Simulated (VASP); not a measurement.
# CdS (Fm-3m) in VASP: a series of runs

The runs below take CdS through single point, with PBE.

Program: VASP 6.6.1. These are calculated values, not measurements. Logs are shortened: lines on timing, memory, paths and dates and some standing lists are left out, and cuts for length are marked.

### Step 1. The cell of the first run

Symmetry: Fm-3m, No. 225, cubic system. Conventional cell: a = 5.506 Å, b = 5.506 Å, c = 5.506 Å, α = 90.00°, β = 90.00°, γ = 90.00°. Cd (site symmetry m-3m) has 6 S at 2.75 Å within 3.6 Å. Within 3.6 Å of S (site symmetry m-3m) lie 6 Cd at 2.75 Å.

### Step 2. Single point, PBE

Input file INCAR:

```
PREC = Accurate ; ENCUT = 520
EDIFF = 1E-6 ; ISMEAR = -1
SIGMA = 0.04 ; LREAL = F
LASPH = T ; NELM = 60
ALGO = Normal ; ISIF = 2
LWAVE = F ; LCHARG = F
GGA = PE ; NBANDS = 16
```

Input file KPOINTS:

```
Automatic mesh
0
Gamma
  5 5 5
```

Input file POSCAR:

```
CdS
1.0
    0.0000000000      2.7532440000      2.7532440000
    2.7532440000      0.0000000000      2.7532440000
    2.7532440000      2.7532440000      0.0000000000
Cd S
1 1
Direct
    0.0000000000      0.0000000000      0.0000000000
    0.5000000000      0.5000000000      0.5000000000
```

Potentials or basis: VASP PAW PBE potentials, release 64 (Cd, S).

On the command line:

```
$ cat potpaw_PBE.64/Cd/POTCAR potpaw_PBE.64/S/POTCAR > POTCAR
$ mpirun -np 1 vasp_std > vasp.out
```

OUTCAR:

```text
PREC = Accurate
   ENCUT = 520
   EDIFF = 1E-6
   ISMEAR = -1
   LREAL = F
   LASPH = T
   NELM = 60
   ISIF = 2
   GGA = PE

 ion  position               nearest neighbor table
   1  0.000  0.000  0.000-   2 2.75   2 2.75   2 2.75   2 2.75   2 2.75   2 2.75
   2  0.500  0.500  0.500-   1 2.75   1 2.75   1 2.75   1 2.75   1 2.75   1 2.75

  LATTYP: Found a face centered cubic cell.
 ALAT       =     5.5064880000

  Lattice vectors:

 A1 = (   0.0000000000,   2.7532440000,   2.7532440000)
 A2 = (   2.7532440000,   0.0000000000,   2.7532440000)
 A3 = (   2.7532440000,   2.7532440000,   0.0000000000)

Analysis of symmetry for initial positions (statically):
=====================================================================
 Subroutine PRICEL returns:
 Original cell was already a primitive cell.

 Routine SETGRP: Setting up the symmetry group for a
 face centered cubic supercell.

 Subroutine GETGRP returns: Found 48 space group operations
[... 9 lines left out ...]

 Routine SETGRP: Setting up the symmetry group for a
 face centered cubic supercell.

 Subroutine GETGRP returns: Found 48 space group operations
[... 11 lines left out ...]
                                     Primitive cell

  volume of cell :      41.7411

  direct lattice vectors                    reciprocal lattice vectors
     0.000000000  2.753244000  2.753244000    -0.181603955  0.181603955  0.181603955
     2.753244000  0.000000000  2.753244000     0.181603955 -0.181603955  0.181603955
     2.753244000  2.753244000  0.000000000     0.181603955  0.181603955 -0.181603955

  length of vectors
     3.893675005  3.893675005  3.893675005     0.314547277  0.314547277  0.314547277

  position of ions in fractional coordinates (direct lattice)
     0.000000000  0.000000000  0.000000000
     0.500000000  0.500000000  0.500000000

  ion indices of the primitive-cell ions
   primitive index   ion index
                 1           1
                 2           2

----------------------------------------------------------------------------------------

 KPOINTS: Automatic mesh

Automatic generation of k-mesh.
 Grid dimensions read from file:
 generate k-points for:    5    5    5

 Generating k-lattice:

  Cartesian coordinates                     Fractional coordinates (reciprocal lattice)
    -0.036320791  0.036320791  0.036320791     0.200000000  0.000000000  0.000000000
     0.036320791 -0.036320791  0.036320791     0.000000000  0.200000000  0.000000000
     0.036320791  0.036320791 -0.036320791     0.000000000  0.000000000  0.200000000

  Length of vectors
     0.062909455  0.062909455  0.062909455

  Shift w.r.t. Gamma in fractional coordinates (k-lattice)
     0.000000000  0.000000000  0.000000000

 Subroutine IBZKPT returns following result:
 ===========================================

 Found     10 irreducible k-points:

 Following reciprocal coordinates:
            Coordinates               Weight
  0.000000  0.000000  0.000000      1.000000
  0.200000  0.000000  0.000000      8.000000
  0.400000  0.000000  0.000000      8.000000
  0.200000  0.200000  0.000000      6.000000
  0.400000  0.200000  0.000000     24.000000
 -0.400000  0.200000  0.000000     24.000000
 -0.200000  0.200000  0.000000     12.000000
  0.400000  0.400000  0.000000      6.000000
 -0.400000  0.400000  0.000000     12.000000
 -0.400000  0.400000  0.200000     24.000000
   k-points           NKPTS =     10   k-points in BZ     NKDIM =     10   number of bands    NBANDS=     16
   number of dos      NEDOS =    301   number of ions     NIONS =      2
   total plane-waves  NPLWV =  27000
   dimension x,y,z NGX =    30 NGY =   30 NGZ =   30
   dimension x,y,z NGXF=    60 NGYF=   60 NGZF=   60
   ions per type =               1   1
   NGX,Y,Z   is equivalent  to a cutoff of  12.81, 12.81, 12.81 a.u.
   NGXF,Y,Z  is equivalent  to a cutoff of  25.62, 25.62, 25.62 a.u.
 SYSTEM =  unknown system
   PREC   = accura    normal or accurate (medium, high low for compatibility)
   ISTART =      0    job   : 0-new  1-cont  2-samecut
   ICHARG =      2    charge: 1-file 2-atom 10-const
   ISPIN  =      1    spin polarized calculation?
   LNONCOLLINEAR =      F non collinear calculations
   LSORBIT =      F    spin-orbit coupling
   LASPH  =      T    aspherical Exc in radial PAW
   ENCUT  =  520.0 eV  38.22 Ry    6.18 a.u.   7.24  7.24  7.24*2*pi/ulx,y,z
   NELM   =     60;   NELMIN=  2; NELMDL= -5     # of ELM steps
   EDIFF  = 0.1E-05   stopping-criterion for ELM
   LREAL  =      F    real-space projection
   EDIFFG = 0.1E-04   stopping-criterion for IOM
   NSW    =      0    number of steps for IOM
   IBRION =     -1    ionic relax: 0-MD 1-quasi-New 2-CG
   NFREE  =      0    steps in history (QN), initial steepest desc. (CG)
   ISIF   =      2    stress and relaxation
   ISYM   =      2    0-nonsym 1-usesym 2-fastsym
   POTIM  = 0.5000    time-step for ionic-motion
   TEBEG  =    0.0;   TEEND  =   0.0 temperature during run
   PSTRESS=    0.0 pullay stress
   NELECT =      18.0000    total number of electrons
   NUPDOWN=      -1.0000    fix difference up-down
   EMIN   =  10.00;   EMAX   =-10.00  energy-range for DOS
   EFERMI =   0.00;   METHOD = LEGACY
   ISMEAR =    -1;   SIGMA  =   0.04  broadening in eV -4-tet -1-fermi 0-gaus
   EFERMI_NEDOS =   21; number of points for ismear=-14 and -15
   IALGO  =     38    algorithm
   IMIX   =      4    mixing-type and parameters
     AMIX     =   0.40;   BMIX     =  1.00
     AMIX_MAG =   1.60;   BMIX_MAG =  1.00
  volume/ion in A,a.u.               =      20.87       140.84
  Fermi-wavevector in a.u.,A,eV,Ry     =   1.236833  2.337275 20.813583  1.529755
  Thomas-Fermi vector in A             =   2.371425
   LORBIT       =      0    0 simple, 1 ext, 2 COOP (PROOUT), +10 PAW based schemes
   GGA     = PE    functional components
   LHFCALC =     F    Hartree Fock is set to
   AEXX    =    0.0000 exact exchange contribution
   IVDW    =     0    specifies the selected vdW correction
   LEPSILON=     F    determine dielectric tensor
   LRPA    =     F    only Hartree local field effects (RPA)
 non-spin polarized calculation
  energy-cutoff  :      520.00
  volume of cell :       41.74
 maximum number of plane-waves:      1139
 NGX is ok and might be reduce to    30
   NGX = 15   NGY = 15   NGZ = 15

 number of electron      18.0000005 magnetization

 Free energy of the ion-electron system (eV)
  ---------------------------------------------------
  ext. energy  EPLUGINS =         0.00000000
  ---------------------------------------------------
  free energy    TOTEN  =        -5.85572437 eV

  energy without entropy =       -5.85571295  energy(sigma->0) =       -5.85571866

 E-fermi :   3.1256     XC(G=0): -10.3001

 val. band max:        2.7377811384   @ k =  -0.2000   0.2000   0.0000
 cond. band min:       3.4809741317   @ k =   0.4000   0.4000   0.0000
 fundamental gap:      0.7431929933
 Fermi energy:         3.1255539024

 k-point     1 :       0.0000    0.0000    0.0000
  band No.  band energies     occupation
      1      -9.9300      2.00000
      2      -4.8680      2.00000
      3      -4.8680      2.00000
      4      -4.8680      2.00000
      5      -4.8669      2.00000
      6      -4.8669      2.00000
      7       2.0333      2.00000
      8       2.0333      2.00000
      9       2.0333      2.00000
     10       3.5526      0.00005
     11      11.9503      0.00000
     12      11.9503      0.00000
     13      11.9503      0.00000
     14      14.0300      0.00000
     15      14.0300      0.00000
     16      14.0616      0.00000

 k-point     2 :       0.2000    0.0000    0.0000
  band No.  band energies     occupation
      1      -9.6126      2.00000
      2      -4.9696      2.00000
      3      -4.9696      2.00000
      4      -4.9058      2.00000
      5      -4.8021      2.00000
      6      -4.8021      2.00000
      7      -0.0361      2.00000
      8       2.2521      2.00000
      9       2.2521      2.00000
     10       5.5496      0.00000
     11       9.9164      0.00000
     12      10.7634      0.00000
     13      10.7634      0.00000
     14      13.1767      0.00000
     15      13.1767      0.00000
     16      13.5524      0.00000

 k-point     3 :       0.4000    0.0000    0.0000
  band No.  band energies     occupation
      1      -8.9742      2.00000
      2      -5.1266      2.00000
      3      -5.1266      2.00000
      4      -5.0503      2.00000
      5      -4.6930      2.00000
      6      -4.6930      2.00000
      7      -1.7857      2.00000
      8       2.6514      1.99999
      9       2.6514      1.99999
     10       6.3159      0.00000
     11       8.9102      0.00000
     12       8.9103      0.00000
     13       9.3119      0.00000
     14      14.2961      0.00000
     15      15.0637      0.00000
     16      15.0637      0.00000

 k-point     4 :       0.2000    0.2000    0.0000
  band No.  band energies     occupation
      1      -9.5494      2.00000
      2      -5.0160      2.00000
      3      -4.9189      2.00000
      4      -4.8312      2.00000
      5      -4.7984      2.00000
      6      -4.7984      2.00000
      7       0.4095      2.00000
      8       1.5975      2.00000
      9       1.5975      2.00000
     10       6.0099      0.00000
     11       9.1689      0.00000
     12      10.1465      0.00000
     13      11.7292      0.00000
     14      11.7292      0.00000
     15      15.3917      0.00000
     16      16.4363      0.00000

 k-point     5 :       0.4000    0.2000    0.0000
  band No.  band energies     occupation
      1      -9.1148      2.00000
      2      -4.9709      2.00000
      3      -4.9510      2.00000
      4      -4.9468      2.00000
      5      -4.6972      2.00000
      6      -4.6771      2.00000
      7      -1.0928      2.00000
      8       1.5581      2.00000
      9       1.6032      2.00000
     10       5.8009      0.00000
     11       8.6422      0.00000
     12      10.1277      0.00000
     13      10.8862      0.00000
     14      12.9995      0.00000
     15      16.0959      0.00000
     16      16.5417      0.00000

 k-point     6 :      -0.4000    0.2000    0.0000
  band No.  band energies     occupation
      1      -8.8808      2.00000
      2      -5.0819      2.00000
      3      -5.0231      2.00000
      4      -4.8972      2.00000
      5      -4.6789      2.00000
      6      -4.5971      2.00000
      7      -1.6564      2.00000
      8       0.9168      2.00000
      9       2.2678      2.00000
     10       6.4329      0.00000
     11       8.1442      0.00000
     12       9.6290      0.00000
     13      10.7249      0.00000
     14      14.7399      0.00000
     15      14.9187      0.00000
     16      16.4181      0.00000

 k-point     7 :      -0.2000    0.2000    0.0000
  band No.  band energies     occupation
      1      -9.2253      2.00000
      2      -5.0807      2.00000
      3      -5.0318      2.00000
      4      -4.9045      2.00000
      5      -4.7700      2.00000
      6      -4.6740      2.00000
      7      -0.7888      2.00000
      8       1.0224      2.00000
      9       2.7378      1.99988
     10       7.2270      0.00000
     11       8.2068      0.00000
     12       9.5343      0.00000
     13       9.8491      0.00000
     14      12.9720      0.00000
     15      15.9585      0.00000
     16      15.9953      0.00000

 k-point     8 :       0.4000    0.4000    0.0000
  band No.  band energies     occupation
      1      -9.1056      2.00000
      2      -5.0014      2.00000
      3      -4.7732      2.00000
      4      -4.6445      2.00000
      5      -4.6445      2.00000
      6      -4.3674      2.00000
      7      -0.9303      2.00000
      8       0.8154      2.00000
      9       0.8154      2.00000
     10       3.4810      0.00028
     11       8.9399      0.00000
     12      11.7093      0.00000
     13      13.2370      0.00000
     14      13.2370      0.00000
     15      16.6811      0.00000
     16      17.9325      0.00000

 k-point     9 :      -0.4000    0.4000    0.0000
  band No.  band energies     occupation
      1      -8.9761      2.00000
      2      -4.9800      2.00000
      3      -4.8818      2.00000
      4      -4.7028      2.00000
      5      -4.6326      2.00000
      6      -4.1399      2.00000
      7      -0.9963      2.00000
      8      -0.4154      2.00000
      9       1.1500      2.00000
     10       4.3495      0.00000
     11       9.2307      0.00000
     12      11.6596      0.00000
     13      12.0676      0.00000
     14      13.3123      0.00000
     15      16.0773      0.00000
     16      18.0507      0.00000

 k-point    10 :      -0.4000    0.4000    0.2000
  band No.  band energies     occupation
      1      -8.9420      2.00000
      2      -4.9975      2.00000
      3      -4.9135      2.00000
      4      -4.8316      2.00000
      5      -4.6436      2.00000
      6      -4.3552      2.00000
      7      -1.0224      2.00000
      8       0.0966      2.00000
      9       0.9312      2.00000
     10       5.8960      0.00000
     11       9.1028      0.00000
     12       9.8750      0.00000
     13      11.2499      0.00000
     14      14.3447      0.00000
     15      15.7537      0.00000
     16      17.8906      0.00000

------------------------ aborting loop because EDIFF is reached ----------------------------------------

  FORCE on cell =-STRESS in cart. coord.  units (eV):
  Direction    XX          YY          ZZ          XY          YZ          ZX
  --------------------------------------------------------------------------------------
  -------------------------------------------------------------------------------------
  Total        0.0085548      0.0085548      0.0085548      0.0000000     -0.0000000      0.0000000
  in kB        0.3283655      0.3283655      0.3283655      0.0000000     -0.0000000      0.0000000
  external PRESSURE =       0.3283655 kB  Pullay stress =       0.0000000 kB

 VOLUME and BASIS-vectors are now :
 -----------------------------------------------------------------------------
  energy-cutoff  :      520.00
  volume of cell :       41.74
      direct lattice vectors                 reciprocal lattice vectors
     0.000000000  2.753244000  2.753244000    -0.181603955  0.181603955  0.181603955
     2.753244000  0.000000000  2.753244000     0.181603955 -0.181603955  0.181603955
     2.753244000  2.753244000  0.000000000     0.181603955  0.181603955 -0.181603955

 POSITION                                       TOTAL-FORCE (eV/Angst)
 -----------------------------------------------------------------------------------
      0.00000      0.00000      0.00000         0.000000     -0.000000     -0.000000
      2.75324      2.75324      2.75324         0.000000      0.000000      0.000000
 -----------------------------------------------------------------------------------
    total drift:                               -0.000000      0.000000      0.000000

  FREE ENERGIE OF THE ION-ELECTRON SYSTEM (eV)
  ---------------------------------------------------
  free  energy   TOTEN  =        -5.8557243693 eV

  energy  without entropy=       -5.8557129477  energy(sigma->0) =       -5.85571866
```

Run time: 9.6 s. Hardware: 1 thread of Intel Xeon Platinum 8488C (Sapphire Rapids), shared host; peak memory 0.16 GiB.

Results:

```yaml
Free_energy: -5.8557 eV
Pressure: 0.0 GPa
Band_gap_on_the_k_mesh: 0.74 eV, indirect (least direct gap 1.52 eV)
```

Levels at points of the mesh, in eV from the valence-band top:
```csv
k point,band 7,band 8,band 9,band 10,band 11,band 12
"(0.00, 0.00, 0.00)",-0.70,-0.70,-0.70,0.81,9.21,9.21
```

A k mesh can miss the band edges.

[end of part 1 of 2]
